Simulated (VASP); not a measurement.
# ZrSi2 (Cmcm) in VASP: single point with PBE

Aim: the single point of ZrSi2 with PBE.

All numbers are computed with VASP 6.6.1; they aren't measurements. Logs are shortened: lines on timing, memory, paths and dates and some standing lists are left out, and cuts for length are marked.

### 1 The cell of the first run

The structure is orthorhombic, space group Cmcm (No. 63). Conventional cell: a = 3.654 Å, b = 14.442 Å, c = 3.627 Å, α = 90.00°, β = 90.00°, γ = 90.00°. Si (site symmetry m2m) has 8 Si at 2.57 to 3.31 Å and 4 Zr at 2.76 to 2.77 Å within 3.4 Å. Within 3.4 Å of Si (site symmetry m2m) lie 6 Si at 2.49 to 3.31 Å and 6 Zr at 2.66 to 3.00 Å. Within 3.7 Å of Zr (site symmetry m2m) lie 10 Si at 2.66 to 3.00 Å and 6 Zr at 3.56 to 3.65 Å.

### 2 Single point, PBE, non-collinear spin, zero start, spin-orbit coupling

Input file INCAR:

```
  PREC = Accurate
  ENCUT = 520
  EDIFF = 1E-6
  ISMEAR = -1
  SIGMA = 0.0178
  LREAL = F
  LASPH = T
  NELM = 150
  ALGO = Normal
  ISIF = 2
  LWAVE = F
  LCHARG = T
  MAGMOM = 0 0 0 0 0 0 0 0 0 0 0 0 0 0 0 0 0 0
  LORBIT = 11
  LSORBIT = T
  GGA_COMPAT = F
  LORBMOM = T
  LMAXMIX = 4
  GGA = PE
  LVHAR = T
  NBANDS = 56
```

Input file KPOINTS:

```
regular mesh
0
Gamma
  5 5 5
```

Input file POSCAR:

```
ZrSi2
1.0
    3.6543230000      0.0000000000      0.0000000000
    1.8271620000     -7.2207920000      0.0000000000
    0.0000000000      0.0000000000     -3.6266460000
Si Zr
4 2
Direct
    0.7500000000      0.5000000000      0.7500000000
    0.2500000000      0.5000000000      0.2500000000
    0.4410000000      0.1180000000      0.7500000000
    0.5590000000      0.8820000000      0.2500000000
    0.1060000000      0.7880000000      0.7500000000
    0.8940000000      0.2120000000      0.2500000000
```

Potentials or basis: VASP PAW PBE potentials, release 64 (Si, Zr_sv).

Started as:

```sh
$ cat potpaw_PBE.64/Si/POTCAR potpaw_PBE.64/Zr_sv/POTCAR > POTCAR
$ mpirun -np 1 vasp_ncl > vasp.out
```

OUTCAR:

```text
PREC = Accurate
   ENCUT = 520
   EDIFF = 1E-6
   ISMEAR = -1
   LREAL = F
   LASPH = T
   NELM = 150
   ISIF = 2
   LORBIT = 11
   LSORBIT = T
   GGA = PE

 ion  position               nearest neighbor table
   1  0.750  0.500  0.750-   2 2.57   2 2.57   2 2.57   2 2.57   6 2.76   6 2.76   5 2.77   5 2.77

   2  0.250  0.500  0.250-   1 2.57   1 2.57   1 2.57   1 2.57   5 2.76   5 2.76   6 2.77   6 2.77

   3  0.441  0.118  0.750-   4 2.49   4 2.49   6 2.66   6 2.66   6 2.66   6 2.66   5 3.00   5 3.00

   4  0.559  0.882  0.250-   3 2.49   3 2.49   5 2.66   5 2.66   5 2.66   5 2.66   6 3.00   6 3.00

   5  0.106  0.788  0.750-   4 2.66   4 2.66   4 2.66   4 2.66   2 2.76   2 2.76   1 2.77   1 2.77
                             3 3.00   3 3.00   6 3.56   6 3.56
   6  0.894  0.212  0.250-   3 2.66   3 2.66   3 2.66   3 2.66   1 2.76   1 2.76   2 2.77   2 2.77
                             4 3.00   4 3.00   5 3.56   5 3.56

  LATTYP: Found a base centered orthorhombic cell.
 ALAT       =     3.6543230000
 B/A-ratio  =     3.9519177697
 C/A-ratio  =     0.9924262305

  Lattice vectors:

 A1 = (   1.8271610000,   7.2207920000,   0.0000000000)
 A2 = (   1.8271620000,  -7.2207920000,   0.0000000000)
 A3 = (   0.0000000000,   0.0000000000,  -3.6266460000)

Analysis of symmetry for initial positions (statically):
=====================================================================
 Subroutine PRICEL returns:
 Original cell was already a primitive cell.

 Routine SETGRP: Setting up the symmetry group for a
 base centered orthorhombic supercell.

 Subroutine GETGRP returns: Found  8 space group operations
 (whereof  4 operations were pure point group operations)
 out of a pool of  8 trial point group operations.

The static configuration has the point symmetry C_2h.
 The point group associated with its full space group is D_2h.

Analysis of symmetry for dynamics (positions and initial velocities):
=====================================================================
 Subroutine PRICEL returns:
 Original cell was already a primitive cell.

 Routine SETGRP: Setting up the symmetry group for a
 base centered orthorhombic supercell.

 Subroutine GETGRP returns: Found  8 space group operations
 (whereof  4 operations were pure point group operations)
 out of a pool of  8 trial point group operations.

The dynamic configuration has the point symmetry C_2h.
 The point group associated with its full space group is D_2h.

Analysis of structural, dynamic, and magnetic symmetry:
=====================================================================
 Subroutine PRICEL returns:
 Original cell was already a primitive cell.

[... 1537 lines left out ...]
  1         0.000   0.000   0.000
  2         0.000   0.000   0.000
  3         0.000   0.000   0.000
  4         0.000   0.000   0.000
  5        -0.000  -0.000  -0.000
  6        -0.000  -0.000  -0.000
 ----------------------------------------
           -0.000  -0.000  -0.000

 orbital moment (y)

 # of ion     p       d       tot
 ----------------------------------------
  1         0.000   0.000   0.000
  2         0.000   0.000   0.000
  3         0.000   0.000   0.000
  4         0.000   0.000   0.000
  5         0.000   0.000   0.000
  6         0.000   0.000   0.000
 ----------------------------------------
            0.000   0.000   0.000

 orbital moment (z)

 # of ion     p       d       tot
 ----------------------------------------
  1         0.000   0.000   0.000
  2         0.000   0.000   0.000
  3         0.000   0.000   0.000
  4         0.000   0.000   0.000
  5         0.000  -0.000  -0.000
  6         0.000  -0.000  -0.000
 ----------------------------------------
            0.000  -0.000  -0.000

 Spin-Orbit-Coupling matrix elements

 Ion:    1  E_soc:     -0.0005301
 l=   1
     0.0000000    -0.0000984    -0.0001048
    -0.0000984     0.0000000    -0.0000619
    -0.0001048    -0.0000619     0.0000000
 l=   2
     0.0000000     0.0000000     0.0000000     0.0000000     0.0000000
     0.0000000     0.0000000     0.0000000     0.0000000     0.0000000
     0.0000000     0.0000000     0.0000000     0.0000000     0.0000000
     0.0000000     0.0000000     0.0000000     0.0000000     0.0000000
     0.0000000     0.0000000     0.0000000     0.0000000     0.0000000
 l=   3
     0.0000000     0.0000000     0.0000000     0.0000000     0.0000000     0.0000000     0.0000000
     0.0000000     0.0000000     0.0000000     0.0000000     0.0000000     0.0000000     0.0000000
     0.0000000     0.0000000     0.0000000     0.0000000     0.0000000     0.0000000     0.0000000
     0.0000000     0.0000000     0.0000000     0.0000000     0.0000000     0.0000000     0.0000000
[... 89 lines left out ...]
 l=   2
     0.0000000    -0.0001522     0.0000000    -0.0001682    -0.0006413
    -0.0001522     0.0000000    -0.0004534    -0.0001473    -0.0001553
     0.0000000    -0.0004534     0.0000000    -0.0004286     0.0000000
    -0.0001682    -0.0001473    -0.0004286     0.0000000    -0.0001436
    -0.0006413    -0.0001553     0.0000000    -0.0001436     0.0000000
 l=   3
     0.0000000     0.0000000     0.0000000     0.0000000     0.0000000     0.0000000     0.0000000
     0.0000000     0.0000000     0.0000000     0.0000000     0.0000000     0.0000000     0.0000000
     0.0000000     0.0000000     0.0000000     0.0000000     0.0000000     0.0000000     0.0000000
     0.0000000     0.0000000     0.0000000     0.0000000     0.0000000     0.0000000     0.0000000
     0.0000000     0.0000000     0.0000000     0.0000000     0.0000000     0.0000000     0.0000000
     0.0000000     0.0000000     0.0000000     0.0000000     0.0000000     0.0000000     0.0000000
     0.0000000     0.0000000     0.0000000     0.0000000     0.0000000     0.0000000     0.0000000

 total charge

# of ion       s       p       d       tot
------------------------------------------
    1        0.753   0.884   0.000   1.637
    2        0.753   0.884   0.000   1.637
    3        0.785   0.914   0.000   1.699
    4        0.785   0.914   0.000   1.699
    5        2.159   5.995   1.868  10.022
    6        2.159   5.995   1.868  10.022
--------------------------------------------------
tot          7.395  15.586   3.736  26.718

 magnetization (x)

# of ion       s       p       d       tot
------------------------------------------
    1        0.000   0.000   0.000   0.000
    2        0.000   0.000   0.000   0.000
    3        0.000   0.000   0.000   0.000
    4        0.000   0.000   0.000   0.000
    5        0.000   0.000   0.000   0.000
    6        0.000   0.000   0.000   0.000
--------------------------------------------------
tot          0.000   0.000   0.000   0.000

 magnetization (y)

# of ion       s       p       d       tot
------------------------------------------
    1        0.000   0.000   0.000   0.000
    2        0.000   0.000   0.000   0.000
    3        0.000   0.000   0.000   0.000
    4        0.000   0.000   0.000   0.000
    5        0.000   0.000   0.000   0.000
    6        0.000   0.000   0.000   0.000
--------------------------------------------------
tot          0.000   0.000   0.000   0.000

 magnetization (z)

# of ion       s       p       d       tot
------------------------------------------
    1        0.000   0.000   0.000   0.000
    2        0.000   0.000   0.000   0.000
    3        0.000   0.000   0.000   0.000
    4        0.000   0.000   0.000   0.000
    5        0.000   0.000   0.000   0.000
    6        0.000   0.000   0.000   0.000
--------------------------------------------------
tot          0.000   0.000   0.000   0.000
```

Wall time 6.1 min (1 thread of Intel Xeon 8259CL, shared host); peak memory 0.48 GiB.

What came out:

```
Free energy                                           : -42.6708 eV
Pressure                                              : 7.1 GPa
Largest force                                         : 0.735 eV/Å
Net moment                                            : 0.00 μB per cell
Valence electrons inside the program's atomic spheres : Si 1.64, 1.70 (each value once); Zr 10.02
```

Forces in eV/Å, atoms in the order of the input:
```
Si   0.000 -0.069  0.000
Si   0.000  0.069  0.000
Si   0.000  0.735  0.000
Si   0.000 -0.735  0.000
Zr   0.000 -0.386  0.000
Zr   0.000  0.386  0.000
```

Stress tensor (GPa, compression positive):
```
8.71 0.00 0.00
0.00 5.49 0.00
0.00 0.00 7.22
```

Moments on the atoms (μB; x, y, z):
```
Si  0.00 0.00 0.00
Si  0.00 0.00 0.00
Si  0.00 0.00 0.00
Si  0.00 0.00 0.00
Zr  0.00 0.00 0.00
Zr  0.00 0.00 0.00
```

Caveat: the cell stands under pressure.
